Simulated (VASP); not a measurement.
# TiAl3 (P4mm) in VASP: notebook, part 2 of 2

VASP 6.6.1. Earlier steps stand in the parts before.

**3. Single point, PBEsol (atom 1 (Ti) moved +0.480 Å towards its neighbour atom 1 (Ti) at 3.948 Å)**

Contents of INCAR:

```
  ALGO = Fast
  EDIFF = 1E-6
  ENCUT = 520
  GGA = PS
  ISIF = 2
  ISMEAR = 0
  LASPH = True
  LCHARG = True
  LELF = True
  LREAL = False
  LVHAR = True
  LWAVE = False
  NBANDS = 18
  NELM = 100
  PREC = Accurate
  SIGMA = 0.15
```

Contents of KPOINTS:

```
k-points
0
Gamma
  12 12 12
```

Contents of POSCAR:

```
TiAl3
1.0
    3.9483448106      0.0000000000      0.0000000000
    0.0000000000      3.9483448106      0.0000000000
    0.0000000000      0.0000000000      3.9483448106
Ti Al
1 3
Direct
   -0.1215699294      0.0000000000      0.0000000000
    0.5000000000      0.5000000000      0.0000000000
    0.5000000000      0.0000000000      0.5000000000
    0.0000000000      0.5000000000      0.5000000000
```

Potentials or basis: VASP PAW PBE potentials, release 64 (Ti_sv, Al).

The run is started by

```console
cat potpaw_PBE.64/Ti_sv/POTCAR potpaw_PBE.64/Al/POTCAR > POTCAR
mpirun -np 1 vasp_std > vasp.out
```

OUTCAR:

```text
EDIFF = 1E-6
   ENCUT = 520
   GGA = PS
   ISIF = 2
   ISMEAR = 0
   LASPH = True
   LREAL = False
   NELM = 100
   PREC = Accurate

 ion  position               nearest neighbor table
   1  0.878  0.000  0.000-   2 2.48   3 2.48   3 2.48   2 2.48   4 2.83   4 2.83   4 2.83   4 2.83

   2  0.500  0.500  0.000-   1 2.48   1 2.48   4 2.79   3 2.79   4 2.79   3 2.79   3 2.79   3 2.79
                             4 2.79   4 2.79
   3  0.500  0.000  0.500-   1 2.48   1 2.48   4 2.79   2 2.79   2 2.79   2 2.79   4 2.79   2 2.79
                             4 2.79   4 2.79
   4  0.000  0.500  0.500-   2 2.79   3 2.79   2 2.79   3 2.79   2 2.79   3 2.79   2 2.79   3 2.79
                             1 2.83   1 2.83   1 2.83   1 2.83

  LATTYP: Found a simple cubic cell.
 ALAT       =     3.9483448106

  Lattice vectors:

 A1 = (   3.9483448106,   0.0000000000,   0.0000000000)
 A2 = (   0.0000000000,   3.9483448106,   0.0000000000)
 A3 = (   0.0000000000,   0.0000000000,   3.9483448106)

Analysis of symmetry for initial positions (statically):
=====================================================================
 Subroutine PRICEL returns:
 Original cell was already a primitive cell.

 Routine SETGRP: Setting up the symmetry group for a
 simple cubic supercell.

 Subroutine GETGRP returns: Found  8 space group operations
 (whereof  8 operations were pure point group operations)
 out of a pool of 48 trial point group operations.

The static configuration has the point symmetry C_4v.

Analysis of symmetry for dynamics (positions and initial velocities):
=====================================================================
 Subroutine PRICEL returns:
 Original cell was already a primitive cell.

 Routine SETGRP: Setting up the symmetry group for a
 simple cubic supercell.

 Subroutine GETGRP returns: Found  8 space group operations
 (whereof  8 operations were pure point group operations)
[... 120 lines left out ...]
   EFERMI =   0.00;   METHOD = LEGACY
   ISMEAR =     0;   SIGMA  =   0.15  broadening in eV -4-tet -1-fermi 0-gaus
   EFERMI_NEDOS =   21; number of points for ismear=-14 and -15
   IALGO  =     68    algorithm
   IMIX   =      4    mixing-type and parameters
     AMIX     =   0.40;   BMIX     =  1.00
     AMIX_MAG =   1.60;   BMIX_MAG =  1.00
  volume/ion in A,a.u.               =      15.39       103.84
  Fermi-wavevector in a.u.,A,eV,Ry     =   1.143930  2.161715 17.804261  1.308576
  Thomas-Fermi vector in A             =   2.280624
   LORBIT       =      0    0 simple, 1 ext, 2 COOP (PROOUT), +10 PAW based schemes
   GGA     = PS    functional components
   LHFCALC =     F    Hartree Fock is set to
   AEXX    =    0.0000 exact exchange contribution
   IVDW    =     0    specifies the selected vdW correction
   LEPSILON=     F    determine dielectric tensor
   LRPA    =     F    only Hartree local field effects (RPA)
 non-spin polarized calculation
 RMM-DIIS sequential band-by-band and
 Gauss-broadening in eV      SIGMA  =   0.15
  energy-cutoff  :      520.00
  volume of cell :       61.55
 maximum number of plane-waves:      1683
 NGX is ok and might be reduce to    30
   NGX = 15   NGY = 15   NGZ = 15

 number of electron      20.9999996 magnetization

 Free energy of the ion-electron system (eV)
  ---------------------------------------------------
  ext. energy  EPLUGINS =         0.00000000
  ---------------------------------------------------
  free energy    TOTEN  =       -21.04061932 eV

  energy without entropy =      -21.01763899  energy(sigma->0) =      -21.02912915

 E-fermi :   8.9600     XC(G=0): -10.9003

 val. band max:        8.9571030114   @ k =   0.0000   0.1667   0.1667
 cond. band min:       8.9639771024   @ k =   0.1667   0.0833   0.0000
 fundamental gap:      0.0068740910
 Fermi energy:         8.9599605144

 k-point     1 :       0.0000    0.0000    0.0000
  band No.  band energies     occupation
      1     -47.4798      2.00000
      2     -23.9257      2.00000
      3     -23.9257      2.00000
      4     -23.9101      2.00000
      5      -1.7394      2.00000
      6       5.7767      2.00000
[... 481 lines left out ...]
      5      -0.6200      2.00000
      6       2.5503      2.00000
[... 10 lines left out ...]
     17      13.4249      0.00000
     18      14.8368      0.00000

 [... further k-points ...]
[... 5 lines left out ...]
  --------------------------------------------------------------------------------------
  -------------------------------------------------------------------------------------
  Total        3.2971123      2.6256974      2.6256974      0.0000000      0.0000000      0.0000000
  in kB       85.8220933     68.3455176     68.3455176      0.0000000      0.0000000      0.0000000
  external PRESSURE =      74.1710428 kB  Pullay stress =       0.0000000 kB

 VOLUME and BASIS-vectors are now :
 -----------------------------------------------------------------------------
  energy-cutoff  :      520.00
  volume of cell :       61.55
      direct lattice vectors                 reciprocal lattice vectors
     3.948344811  0.000000000  0.000000000     0.253270686  0.000000000  0.000000000
     0.000000000  3.948344811  0.000000000     0.000000000  0.253270686  0.000000000
     0.000000000  0.000000000  3.948344811     0.000000000  0.000000000  0.253270686

 POSITION                                       TOTAL-FORCE (eV/Angst)
 -----------------------------------------------------------------------------------
      3.46834      0.00000      0.00000         4.676493      0.000000     -0.000000
      1.97417      1.97417      0.00000        -2.066466     -0.000000      0.000000
      1.97417      0.00000      1.97417        -2.066466     -0.000000      0.000000
      0.00000      1.97417      1.97417        -0.543561     -0.000000      0.000000
 -----------------------------------------------------------------------------------
    total drift:                                0.006529     -0.000000     -0.000002

  FREE ENERGIE OF THE ION-ELECTRON SYSTEM (eV)
  ---------------------------------------------------
  free  energy   TOTEN  =       -21.0406193168 eV

  energy  without entropy=      -21.0176389857  energy(sigma->0) =      -21.02912915
```

Run time: 5.3 min. Hardware: 1 thread of Intel Xeon Platinum 8124M at 3.00GHz (Skylake/Cascade Lake), shared host; peak memory 0.32 GiB.

What came out:

```yaml
Free_energy: -21.0406 eV
Pressure: 7.4 GPa
Largest_force: 4.676 eV/Å
Band_gap_on_the_k_mesh: zero (an odd number of electrons rules out a gap without spin polarisation)
```

Forces in eV/Å, atoms in the order of the input:
```
Ti   4.676  0.000  0.000
Al  -2.066  0.000  0.000
Al  -2.066  0.000  0.000
Al  -0.544  0.000  0.000
```

Stress tensor (GPa, compression positive):
```
8.58 0.00 0.00
0.00 6.83 0.00
0.00 0.00 6.83
```

Levels at points of the mesh, in eV from the Fermi level:
```
           k point  band 7  band 8  band 9  band 10  band 11  band 12  band 13  band 14  band 15  band 16
(0.00, 0.00, 0.00)   -3.16   -2.10   -2.10    -1.55     0.22     0.30     0.30     0.77     3.71     3.95
(0.50, 0.00, 0.00)   -2.35   -2.17   -2.17     0.46     0.71     0.82     0.82     1.52     1.86     3.31
(0.00, 0.50, 0.00)   -2.24   -2.14   -1.94    -0.12     0.47     0.80     1.24     1.26     1.65     3.39
(0.50, 0.50, 0.00)   -5.96   -4.90   -1.31    -1.21     0.68     0.69     1.28     1.39     3.69     4.27
(0.00, 0.50, 0.50)   -6.00   -4.69   -0.98    -0.98     0.26     0.85     1.03     2.07     2.84     2.84
(0.50, 0.50, 0.50)   -4.99   -4.63   -3.39    -3.39    -3.16     0.31     1.09     1.50     2.78     2.78
```

Caveat: the cell differs from its parent crystal (atom 1 (Ti) moved +0.480 Å towards its neighbour atom 1 (Ti) at 3.948 Å); the cell stands under pressure; the PAW data sets were made with another functional, which shifts forces and pressure a little.

**4. Single point, PBEsol (atom 1 (Ti) moved -0.360 Å towards its neighbour atom 1 (Ti) at 3.948 Å)**

Contents of INCAR:

```
SYSTEM = TiAl3
  PREC = Accurate
  ENCUT = 520
  EDIFF = 1E-6
  ISMEAR = 0
  SIGMA = 0.15
  LREAL = .FALSE.
  LASPH = .TRUE.
  NELM = 60
  ALGO = Fast
  ISIF = 2
  LWAVE = .FALSE.
  LCHARG = .FALSE.
  GGA = PS
  NBANDS = 18
```

Contents of KPOINTS:

```
Automatic mesh
0
G
  12 12 12
  0 0 0
```

POSCAR: that of step 3 with these lines changed.

```diff
@@ -8,3 +8,3 @@
 Direct
-   -0.1215699294      0.0000000000      0.0000000000
+    0.0911774471      0.0000000000      0.0000000000
     0.5000000000      0.5000000000      0.0000000000
```

The run is started by

```console
cat potpaw_PBE.64/Ti_sv/POTCAR potpaw_PBE.64/Al/POTCAR > POTCAR
mpirun -np 1 vasp_std > vasp.out
```

Wall time 5.2 min (1 thread of Intel Xeon Platinum 8124M at 3.00GHz (Skylake/Cascade Lake), shared host); peak memory 0.32 GiB.

The run converged. Its results:

```
Free energy            : -21.5253 eV
Pressure               : 4.3 GPa
Largest force          : 3.424 eV/Å
Band gap on the k mesh : zero (an odd number of electrons rules out a gap without spin polarisation)
```

Forces in eV/Å, atoms in the order of the input:
```
Ti  -3.424  0.000  0.000
Al   1.510  0.000  0.000
Al   1.510  0.000  0.000
Al   0.403  0.000  0.000
```

Stress tensor (GPa, compression positive):
```
5.23 0.00 0.00
0.00 3.88 0.00
0.00 0.00 3.88
```

Levels at points of the mesh, in eV from the Fermi level:
| k point | band 7 | band 8 | band 9 | band 10 | band 11 | band 12 | band 13 | band 14 |
| --- | --- | --- | --- | --- | --- | --- | --- | --- |
| (0.00, 0.00, 0.00) | -3.14 | -2.14 | -2.14 | -1.80 | 0.20 | 0.24 | 0.24 | 0.74 |
| (0.50, 0.00, 0.00) | -2.29 | -2.22 | -2.22 | 0.45 | 0.69 | 0.79 | 0.79 | 1.46 |
| (0.00, 0.50, 0.00) | -2.25 | -2.17 | -2.09 | -0.01 | 0.71 | 0.83 | 1.06 | 1.23 |
| (0.50, 0.50, 0.00) | -6.04 | -4.97 | -1.29 | -1.24 | 0.65 | 0.76 | 1.22 | 1.27 |
| (0.00, 0.50, 0.50) | -6.06 | -4.85 | -1.10 | -1.10 | 0.34 | 0.87 | 1.09 | 1.74 |
| (0.50, 0.50, 0.50) | -5.07 | -4.76 | -3.44 | -3.44 | -3.32 | 0.27 | 1.15 | 1.37 |

Caveat: the cell differs from its parent crystal (atom 1 (Ti) moved -0.360 Å towards its neighbour atom 1 (Ti) at 3.948 Å); the cell stands under pressure; the PAW data sets were made with another functional, which shifts forces and pressure a little.

**5. Single point, PBEsol (atom 1 (Ti) moved +0.240 Å towards its neighbour atom 1 (Ti) at 3.948 Å)**

Contents of INCAR:

```
PREC = Accurate ; ENCUT = 520
EDIFF = 1E-6 ; ISMEAR = 0
SIGMA = 0.15 ; LREAL = F
LASPH = T ; NELM = 100
ALGO = Fast ; ISIF = 2
LWAVE = F ; LCHARG = F
GGA = PS ; NBANDS = 18
```

Contents of KPOINTS:

```
Automatic mesh
0
Gamma
  12 12 12
```

POSCAR: that of step 4 with these lines changed.

```diff
@@ -8,3 +8,3 @@
 Direct
-    0.0911774471      0.0000000000      0.0000000000
+   -0.0607849647      0.0000000000      0.0000000000
     0.5000000000      0.5000000000      0.0000000000
```

The run is started by

```console
cat potpaw_PBE.64/Ti_sv/POTCAR potpaw_PBE.64/Al/POTCAR > POTCAR
mpirun -np 1 vasp_std > vasp.out
```

Run time: 5.3 min. Hardware: 1 thread of Intel Xeon Platinum 8124M at 3.00GHz (Skylake/Cascade Lake), shared host; peak memory 0.32 GiB.

It converged, with:

- Free energy: -21.8643 eV
- Pressure: 2.0 GPa
- Largest force: 2.247 eV/Å
- Band gap on the k mesh: zero (an odd number of electrons rules out a gap without spin polarisation)

Forces on the atoms (eV/Å):
```
Ti   2.247  0.000  0.000
Al  -0.994  0.000  0.000
Al  -0.994  0.000  0.000
Al  -0.260  0.000  0.000
```

Stress tensor (GPa, compression positive):
```
2.45 0.00 0.00
0.00 1.76 0.00
0.00 0.00 1.76
```

Levels at points of the mesh, in eV from the Fermi level:
| k point | band 7 | band 8 | band 9 | band 10 | band 11 | band 12 | band 13 | band 14 |
| --- | --- | --- | --- | --- | --- | --- | --- | --- |
| (0.00, 0.00, 0.00) | -3.13 | -2.16 | -2.16 | -2.00 | 0.17 | 0.19 | 0.19 | 0.71 |
| (0.50, 0.00, 0.00) | -2.26 | -2.26 | -2.26 | 0.42 | 0.73 | 0.76 | 0.76 | 1.38 |
| (0.00, 0.50, 0.00) | -2.27 | -2.20 | -2.20 | 0.13 | 0.82 | 0.90 | 0.96 | 1.11 |
| (0.50, 0.50, 0.00) | -6.10 | -5.03 | -1.28 | -1.26 | 0.63 | 0.82 | 1.17 | 1.18 |
| (0.00, 0.50, 0.50) | -6.11 | -4.97 | -1.20 | -1.20 | 0.44 | 0.87 | 1.12 | 1.44 |
| (0.50, 0.50, 0.50) | -5.13 | -4.87 | -3.49 | -3.49 | -3.43 | 0.22 | 1.18 | 1.28 |

Caveat: the cell differs from its parent crystal (atom 1 (Ti) moved +0.240 Å towards its neighbour atom 1 (Ti) at 3.948 Å); the PAW data sets were made with another functional, which shifts forces and pressure a little.

**6. Overview**

| cell | further INCAR settings | gap on the mesh (eV) | pressure (GPa) | largest force (eV/Å) |
| --- | --- | --- | --- | --- |
| as given, atomic positions A | ALGO = Fast; EDIFF = 1e-07; NBANDS = 18 | none | 11.3 | 5.98 |
| as given, atomic positions B | ALGO = Fast; EDIFF = 1e-06; NBANDS = 18 | none | 7.4 | 4.68 |
| as given, atomic positions C | ALGO = Fast; EDIFF = 1e-06; NBANDS = 18 | none | 4.3 | 3.42 |
| as given, atomic positions D | ALGO = Fast; EDIFF = 1e-06; NBANDS = 18 | none | 2.0 | 2.25 |

Alike in all rows: task single point; level PBEsol; potentials or basis VASP PAW PBE potentials, release 64 (Ti_sv, Al); no spin polarisation; k mesh 12 × 12 × 12; cutoff (eV) 520; smearing gaussian 0.15 eV.

Caveats: the PAW data sets were made with another functional, which shifts forces and pressure a little; the cell stands under pressure (at least some runs).

Total energies depend on the potentials used, so only differences within one code and one set of settings carry meaning.

The gap in the log of VASP goes by the Fermi energy; the results here count the filled bands.